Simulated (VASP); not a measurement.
# HC16 (a cell with a defect) in VASP: notebook, part 2 of 3

VASP 6.6.1. The steps go on from the part before.

### 3 Single point, PBE+D3(BJ)

INCAR reads:

```
SYSTEM = HC16
PREC     = Accurate       ! precision mode
ENCUT    = 520            ! plane-wave cutoff, eV
EDIFF    = 1E-6           ! SCF threshold, eV
ISMEAR   = 0              ! smearing method
SIGMA    = 0.02           ! smearing width, eV
LREAL    = Auto         
LASPH    = .TRUE.         ! aspherical terms in the spheres
NELM     = 60             ! most SCF steps
ALGO     = Normal         ! electronic algorithm
ISIF     = 2              ! what is computed and relaxed
LWAVE    = .FALSE.        ! write WAVECAR
LCHARG   = .FALSE.        ! write CHGCAR
GGA      = PE             ! functional
IVDW     = 12             ! dispersion correction
NELECT   = 64.0         
NBANDS   = 46             ! bands
```

KPOINTS reads:

```
regular mesh
0
G
  3 3 3
  0 0 0
```

POSCAR reads:

```
HC16
1.0
    0.0000000000      3.5700000000      3.5700000000
    3.5700000000      0.0000000000      3.5700000000
    3.5700000000      3.5700000000      0.0000000000
C H
16 1
Direct
   -0.0106250700      0.0061743697      0.0048768908
    0.1175378151      0.1304476190      0.1284985994
   -0.0080952381      0.0158764706      0.5060361345
    0.1211319328      0.1303089636      0.6317904762
   -0.0142934174      0.5038119048      0.0038670868
    0.1149410364      0.6283247899      0.1197250700
   -0.0239977591      0.4902834734      0.4942784314
    0.1298317927      0.6397516807      0.6432567227
    0.4907581232      0.0058945378      0.0043149860
    0.6159514006      0.1302850140      0.1289822129
    0.4948588235      0.0062120448      0.5025711485
    0.6166810924      0.1303528011      0.6313231092
    0.4895654062      0.5032351541      0.0044060224
    0.6115469188      0.6324413165      0.1276606443
    0.4926253501      0.5045894958      0.5032654062
    0.6114981793      0.6299239496      0.6301183473
    1.0327627451      0.7095341737      0.4431554622
```

Potentials or basis: VASP PAW PBE potentials, release 64 (C, H).

Launch:

```bash
> cat potpaw_PBE.64/C/POTCAR potpaw_PBE.64/H/POTCAR > POTCAR
> mpirun -np 1 vasp_std > vasp.out
```

OUTCAR:

```text
SYSTEM = HC16
   PREC = Accurate
   ENCUT = 520
   EDIFF = 1E-6
   ISMEAR = 0
   LREAL = Auto
   LASPH = .TRUE.
   NELM = 60
   ISIF = 2
   GGA = PE
   IVDW = 12
   NELECT = 64.0
 IVDW          = 12

 ion  position               nearest neighbor table
   1  0.989  0.006  0.005-   4 1.54  10 1.54   2 1.55   6 1.56
   2  0.118  0.130  0.128-   9 1.54   5 1.54   1 1.55   3 1.56
   3  0.992  0.016  0.506-   4 1.52  12 1.55   8 1.55   2 1.56
   4  0.121  0.130  0.632-   7 1.50   3 1.52   1 1.54  11 1.54
   5  0.986  0.504  0.004-   8 1.50   6 1.52   2 1.54  14 1.54
   6  0.115  0.628  0.120-   5 1.52  13 1.55   7 1.55   1 1.56
   7  0.976  0.490  0.494-  17 1.15   4 1.50  16 1.51   6 1.55   8 1.86
   8  0.130  0.640  0.643-  17 1.16   5 1.50  15 1.50   3 1.55   7 1.86
   9  0.491  0.006  0.004-  12 1.54   2 1.54  14 1.54  10 1.54
  10  0.616  0.130  0.129-  13 1.54   1 1.54  11 1.54   9 1.54
  11  0.495  0.006  0.503-  10 1.54   4 1.54  12 1.54  16 1.55
  12  0.617  0.130  0.631-   9 1.54  15 1.54  11 1.54   3 1.55
  13  0.490  0.503  0.004-  10 1.54  16 1.54  14 1.54   6 1.55
  14  0.612  0.632  0.128-   9 1.54   5 1.54  13 1.54  15 1.55
  15  0.493  0.505  0.503-   8 1.50  16 1.53  12 1.54  14 1.55
  16  0.611  0.630  0.630-   7 1.51  15 1.53  13 1.54  11 1.55
  17  0.033  0.710  0.443-   7 1.15   8 1.16

  LATTYP: Found a face centered cubic cell.
 ALAT       =     7.1400000000

  Lattice vectors:

 A1 = (   0.0000000000,   3.5700000000,   3.5700000000)
 A2 = (   3.5700000000,   0.0000000000,   3.5700000000)
 A3 = (   3.5700000000,   3.5700000000,   0.0000000000)

Analysis of symmetry for initial positions (statically):
=====================================================================
 Subroutine PRICEL returns:
 Original cell was already a primitive cell.

 Routine SETGRP: Setting up the symmetry group for a
 face centered cubic supercell.

 Subroutine GETGRP returns: Found  1 space group operations
 (whereof  1 operations were pure point group operations)
 out of a pool of 48 trial point group operations.

The static configuration has the point symmetry C_1 .

Analysis of symmetry for dynamics (positions and initial velocities):
=====================================================================
 Subroutine PRICEL returns:
 Original cell was already a primitive cell.

 Routine SETGRP: Setting up the symmetry group for a
 face centered cubic supercell.

 Subroutine GETGRP returns: Found  1 space group operations
 (whereof  1 operations were pure point group operations)
 out of a pool of 48 trial point group operations.

The dynamic configuration has the point symmetry C_1 .

 Subroutine INISYM returns: Found  1 space group operations
 (whereof  1 operations are pure point group operations),
 and found     1 'primitive' translations

----------------------------------------------------------------------------------------

                                     Primitive cell

  volume of cell :      90.9986

  direct lattice vectors                    reciprocal lattice vectors
     0.000000000  3.570000000  3.570000000    -0.140056022  0.140056022  0.140056022
     3.570000000  0.000000000  3.570000000     0.140056022 -0.140056022  0.140056022
     3.570000000  3.570000000  0.000000000     0.140056022  0.140056022 -0.140056022

  length of vectors
     5.048742418  5.048742418  5.048742418     0.242584147  0.242584147  0.242584147

  position of ions in fractional coordinates (direct lattice)
     0.989374930  0.006174370  0.004876891
[... 80 lines left out ...]
   number of dos      NEDOS =    301   number of ions     NIONS =     17
   total plane-waves  NPLWV =  64000
   dimension x,y,z NGX =    40 NGY =   40 NGZ =   40
   dimension x,y,z NGXF=    80 NGYF=   80 NGZF=   80
   ions per type =              16   1
   NGX,Y,Z   is equivalent  to a cutoff of  13.17, 13.17, 13.17 a.u.
   NGXF,Y,Z  is equivalent  to a cutoff of  26.34, 26.34, 26.34 a.u.
 SYSTEM =  HC16
   PREC   = accura    normal or accurate (medium, high low for compatibility)
   ISTART =      0    job   : 0-new  1-cont  2-samecut
   ICHARG =      2    charge: 1-file 2-atom 10-const
   ISPIN  =      1    spin polarized calculation?
   LNONCOLLINEAR =      F non collinear calculations
   LSORBIT =      F    spin-orbit coupling
   LASPH  =      T    aspherical Exc in radial PAW
   ENCUT  =  520.0 eV  38.22 Ry    6.18 a.u.   9.39  9.39  9.39*2*pi/ulx,y,z
   NELM   =     60;   NELMIN=  2; NELMDL= -5     # of ELM steps
   EDIFF  = 0.1E-05   stopping-criterion for ELM
   LREAL  =      T    real-space projection
   EDIFFG = 0.1E-04   stopping-criterion for IOM
   NSW    =      0    number of steps for IOM
   IBRION =     -1    ionic relax: 0-MD 1-quasi-New 2-CG
   NFREE  =      0    steps in history (QN), initial steepest desc. (CG)
   ISIF   =      2    stress and relaxation
   ISYM   =      2    0-nonsym 1-usesym 2-fastsym
   POTIM  = 0.5000    time-step for ionic-motion
   TEBEG  =    0.0;   TEEND  =   0.0 temperature during run
   PSTRESS=    0.0 pullay stress
   NELECT =      64.0000    total number of electrons
   NUPDOWN=      -1.0000    fix difference up-down
   EMIN   =  10.00;   EMAX   =-10.00  energy-range for DOS
   EFERMI =   0.00;   METHOD = LEGACY
   ISMEAR =     0;   SIGMA  =   0.02  broadening in eV -4-tet -1-fermi 0-gaus
   EFERMI_NEDOS =   21; number of points for ismear=-14 and -15
   IALGO  =     38    algorithm
   IMIX   =      4    mixing-type and parameters
     AMIX     =   0.40;   BMIX     =  1.00
     AMIX_MAG =   1.60;   BMIX_MAG =  1.00
  volume/ion in A,a.u.               =       5.35        36.12
  Fermi-wavevector in a.u.,A,eV,Ry     =   1.455872  2.751200 28.838420  2.119564
  Thomas-Fermi vector in A             =   2.572856
   LORBIT       =      0    0 simple, 1 ext, 2 COOP (PROOUT), +10 PAW based schemes
   GGA     = PE    functional components
   LHFCALC =     F    Hartree Fock is set to
   AEXX    =    0.0000 exact exchange contribution
   IVDW    =    12    specifies the selected vdW correction
   LEPSILON=     F    determine dielectric tensor
   LRPA    =     F    only Hartree local field effects (RPA)
 non-spin polarized calculation
 Gauss-broadening in eV      SIGMA  =   0.02
  energy-cutoff  :      520.00
  volume of cell :       91.00
 maximum number of plane-waves:      2453
 NGX is ok and might be reduce to    40
   NGX = 19   NGY = 19   NGZ = 19

 number of electron      64.0000001 magnetization

 Free energy of the ion-electron system (eV)
  ---------------------------------------------------
  ext. energy  EPLUGINS =         0.00000000
  ---------------------------------------------------
  free energy    TOTEN  =      -155.20787080 eV

  energy without entropy =     -155.20787080  energy(sigma->0) =     -155.20787080

 E-fermi :  10.0559     XC(G=0): -13.2368

 val. band max:        9.8927437226   @ k =   0.0000   0.0000   0.0000
 cond. band min:      11.8383896235   @ k =   0.0000   0.0000   0.0000
 fundamental gap:      1.9456459009
 Fermi energy:        10.0559077786

 k-point     1 :       0.0000    0.0000    0.0000
  band No.  band energies     occupation
      1     -11.9882      2.00000
      2      -6.9084      2.00000
      3      -6.0534      2.00000
      4      -5.9639      2.00000
      5      -5.9131      2.00000
      6      -4.7606      2.00000
[... 647 lines left out ...]
     43      19.2098      0.00000
     44      19.3682      0.00000
 [bands above 44 left out]

------------------------ aborting loop because EDIFF is reached ----------------------------------------

 Edisp (eV)   -3.23268

 E8    (eV) :    -0.9205

  FORCE on cell =-STRESS in cart. coord.  units (eV):
  Direction    XX          YY          ZZ          XY          YZ          ZX
  --------------------------------------------------------------------------------------
  -------------------------------------------------------------------------------------
  Total      -8.10373    -8.42541    -8.09346     3.30831     2.96758     3.50054
  in kB    -142.67928  -148.34293  -142.49848    58.24821    52.24899    61.63261
  external pressure =     -144.51 kB  Pullay stress =        0.00 kB

 VOLUME and BASIS-vectors are now :
 -----------------------------------------------------------------------------
  energy-cutoff  :      520.00
  volume of cell :       91.00
      direct lattice vectors                 reciprocal lattice vectors
     0.000000000  3.570000000  3.570000000    -0.140056022  0.140056022  0.140056022
     3.570000000  0.000000000  3.570000000     0.140056022 -0.140056022  0.140056022
     3.570000000  3.570000000  0.000000000     0.140056022  0.140056022 -0.140056022

 POSITION                                       TOTAL-FORCE (eV/Angst)
 -----------------------------------------------------------------------------------
      0.03945      3.54948      3.55411        -0.014742     -0.002848     -0.014655
      0.92444      0.87835      0.88531        -0.006995     -0.024512      0.000679
      1.86323      5.34765      3.59778         0.012686     -0.040923     -0.015073
      2.72070      2.68793      0.89764        -0.023075      0.013897     -0.023207
      1.81241      3.53278      5.31758         0.011507     -0.001446     -0.013674
      2.67054      0.83776      2.65346         0.013219      0.022242     -0.004201
[... 9 lines left out ...]
      4.49835      4.43257      4.43188         0.000578      0.012223     -0.013635
      4.11510      1.69903      2.65000         0.121352     -0.062382      0.327873
 -----------------------------------------------------------------------------------
    total drift:                                0.006946     -0.000499     -0.022828

  FREE ENERGIE OF THE ION-ELECTRON SYSTEM (eV)
  ---------------------------------------------------
  free  energy   TOTEN  =      -158.4405508944 eV

  energy  without entropy=     -158.4405508944  energy(sigma->0) =     -158.44055089
```

Run time: 1.9 min. Hardware: 1 thread of Intel Xeon Platinum 8488C (Sapphire Rapids), shared host; peak memory 0.26 GiB.

Results:

```yaml
Free_energy: -158.4406 eV
Largest_force: 0.355 eV/Å
Dispersion_energy_per_atom: -0.190 eV
```

Forces on the atoms (eV/Å):
```
C   -0.015 -0.003 -0.015
C   -0.007 -0.025  0.001
C    0.013 -0.041 -0.015
C   -0.023  0.014 -0.023
C    0.012 -0.001 -0.014
C    0.013  0.022 -0.004
C    0.034  0.072  0.021
C   -0.090 -0.010 -0.121
C   -0.002  0.005 -0.018
C   -0.008  0.002 -0.021
C   -0.018  0.005 -0.028
C   -0.007 -0.010 -0.025
C   -0.003  0.003 -0.013
C   -0.004  0.006 -0.025
C   -0.015  0.011 -0.015
C    0.001  0.012 -0.014
H    0.121 -0.062  0.328
```

Caveat: the k points lie up to 0.51 Å⁻¹ apart; the cell carries a net charge on a neutralising background, which shifts energy and pressure; the cell is charged against a uniform background, so pressure and absolute levels hang on convention.

### 4 Single point, PBE+D3(BJ)

INCAR reads:

```
ALGO = Normal
EDIFF = 1E-7
ENCUT = 520
GGA = PE
ISIF = 2
ISMEAR = 0
IVDW = 12
LASPH = T
LCHARG = T
LELF = T
LREAL = Auto
LVHAR = T
LWAVE = F
NBANDS = 46
NELECT = 64.0
NELM = 100
PREC = Accurate
SIGMA = 0.02
```

KPOINTS reads:

```
k-points
0
Gamma
  3 3 3
```

POSCAR reads:

```
HC16
1.0
    0.0000000000      3.5700000000      3.5700000000
    3.5700000000      0.0000000000      3.5700000000
    3.5700000000      3.5700000000      0.0000000000
C H
16 1
Direct
   -0.0083308123     -0.0003476190      0.0006481793
    0.1185119048      0.1356922969      0.1163864146
   -0.0184799720      0.0224471989      0.5017687675
    0.1239652661      0.1182787115      0.6286196078
   -0.0134746499      0.5049995798      0.0038864146
    0.1189808123      0.6223721289      0.1263074230
   -0.0075628852      0.4885855742      0.5044116246
    0.1263138655      0.6010477591      0.6374477591
    0.4921394958      0.0008263305      0.0036095238
    0.6179904762      0.1240249300      0.1278187675
    0.4969715686     -0.0043343137      0.5019180672
    0.6146190476      0.1251428571      0.6300504202
    0.4926652661      0.4977784314      0.0035375350
    0.6135466387      0.6259567227      0.1285387955
    0.4946668067      0.4973511204      0.5038757703
    0.6183169468      0.6211292717      0.6302810924
    1.0608917367      0.8229550420      0.3930942577
```

Potentials or basis: VASP PAW PBE potentials, release 64 (C, H).

Launch:

```bash
> cat potpaw_PBE.64/C/POTCAR potpaw_PBE.64/H/POTCAR > POTCAR
> mpirun -np 1 vasp_std > vasp.out
```

OUTCAR:

```text
EDIFF = 1E-7
   ENCUT = 520
   GGA = PE
   ISIF = 2
   ISMEAR = 0
   IVDW = 12
   LASPH = T
   LREAL = Auto
   NELECT = 64.0
   NELM = 100
   PREC = Accurate
 IVDW          = 12

 ion  position               nearest neighbor table
   1  0.992  1.000  0.001-   4 1.53  10 1.54   6 1.56   2 1.56
   2  0.119  0.136  0.116-   5 1.52   9 1.54   1 1.56   3 1.59
   3  0.982  0.022  0.502-  17 1.19   4 1.51  12 1.52   2 1.59   8 1.74
   4  0.124  0.118  0.629-   3 1.51   7 1.53   1 1.53  11 1.54
[... 893 lines left out ...]
  Total      -9.61130    -9.86336    -9.46313    -1.30302    -1.93346     1.81966
  in kB    -169.22254  -173.66046  -166.61369   -22.94185   -34.04165    32.03809
  external pressure =     -169.83 kB  Pullay stress =        0.00 kB

 VOLUME and BASIS-vectors are now :
 -----------------------------------------------------------------------------
  energy-cutoff  :      520.00
  volume of cell :       91.00
      direct lattice vectors                 reciprocal lattice vectors
     0.000000000  3.570000000  3.570000000    -0.140056022  0.140056022  0.140056022
     3.570000000  0.000000000  3.570000000     0.140056022 -0.140056022  0.140056022
     3.570000000  3.570000000  0.000000000     0.140056022  0.140056022 -0.140056022

 POSITION                                       TOTAL-FORCE (eV/Angst)
 -----------------------------------------------------------------------------------
      3.57107      3.54257      7.10902         0.019793      0.001140      0.014213
      0.89992      0.83859      0.90751         0.004235     -0.035832     -0.014261
      1.87145      5.29534      3.58416         0.015522     -0.056510      0.047253
      2.66643      2.68673      0.86481        -0.009741     -0.003907     -0.003503
      1.81672      3.53577      5.32474         0.010020     -0.031450      0.022237
      2.67279      0.87568      2.64663         0.008394     -0.015871      0.011778
[... 9 lines left out ...]
      4.46753      4.45749      4.42482         0.001386     -0.015681      0.007786
      4.34130      1.62073      3.15533        -0.040295      0.321806     -0.131224
 -----------------------------------------------------------------------------------
    total drift:                               -0.000094     -0.008367      0.021574

  FREE ENERGIE OF THE ION-ELECTRON SYSTEM (eV)
  ---------------------------------------------------
  free  energy   TOTEN  =      -158.4433219430 eV

  energy  without entropy=     -158.4433219430  energy(sigma->0) =     -158.44332194
```

Run time: 2.1 min. Hardware: 1 thread of Intel Xeon Platinum 8488C (Sapphire Rapids), shared host; peak memory 0.25 GiB.

What came out:

```
Free energy                : -158.4433 eV
Largest force              : 0.350 eV/Å
Dispersion energy per atom : -0.190 eV
```

Forces on the atoms (eV/Å):
```
C    0.020  0.001  0.014
C    0.004 -0.036 -0.014
C    0.016 -0.057  0.047
C   -0.010 -0.004 -0.004
C    0.010 -0.031  0.022
C    0.008 -0.016  0.012
C   -0.017 -0.017 -0.007
C   -0.023 -0.008 -0.008
C    0.005 -0.016  0.013
C    0.007 -0.013  0.011
C   -0.001 -0.017  0.008
C    0.010 -0.034 -0.002
C    0.001 -0.014  0.005
C    0.009 -0.025  0.009
C   -0.001 -0.020  0.016
C    0.001 -0.016  0.008
H   -0.040  0.322 -0.131
```

Caveat: the k points lie up to 0.51 Å⁻¹ apart; the cell carries a net charge on a neutralising background, which shifts energy and pressure; the cell is charged against a uniform background, so pressure and absolute levels hang on convention.

[end of part 2 of 3]
